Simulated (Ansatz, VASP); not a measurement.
# CrBrO: VASP beside Ansatz

```
Cr O Br
1.0
     3.83688    0.00000    0.00000
     0.00000    3.21015    0.00000
     0.00000    0.00000    8.30347
Cr O Br
2 2 2
Direct
  0.25000 0.25000 0.10200
  0.75000 0.75000 0.89800
  0.25000 0.75000 0.96500
  0.75000 0.25000 0.03500
  0.25000 0.75000 0.32000
  0.75000 0.25000 0.68000
```

Alike in both runs: task relaxation of cell and atoms; functional LDA; k mesh 5 × 6 × 2; no spin polarisation.

|  | VASP | Ansatz |
| --- | --- | --- |
| version | VASP 6.6.1 | Ansatz 0.2.0 |
| potentials or method | VASP PAW LDA potentials, release 64 (Cr_pv, O, Br), cutoff 600 eV | PAW plane waves |
| occupations | fermi-dirac, width 0.1 eV | fermi-dirac |
| valence electrons in the cell | 50 | 54 |

```csv
,VASP,Ansatz,Ansatz less VASP
"gap on the k mesh at the Fermi level, each at its own relaxed structure (eV)",none,none,-
relaxed volume (Å³/atom),15.07,15.11,+0.044
relaxed length of the cell vector where the two differ most in proportion (Å),7.563,7.600,+0.0371
```

LDA's correlation is that of Perdew and Zunger in VASP and of Perdew and Wang (1992) in Ansatz. A gap of «none» marks a metal or a gap that the smearing closes. VASP's potentials hold 50 valence electrons a cell and Ansatz's 54, so a difference there can come from the potentials and not from the codes.

The k mesh is coarse, so the values compare programs but aren't converged.
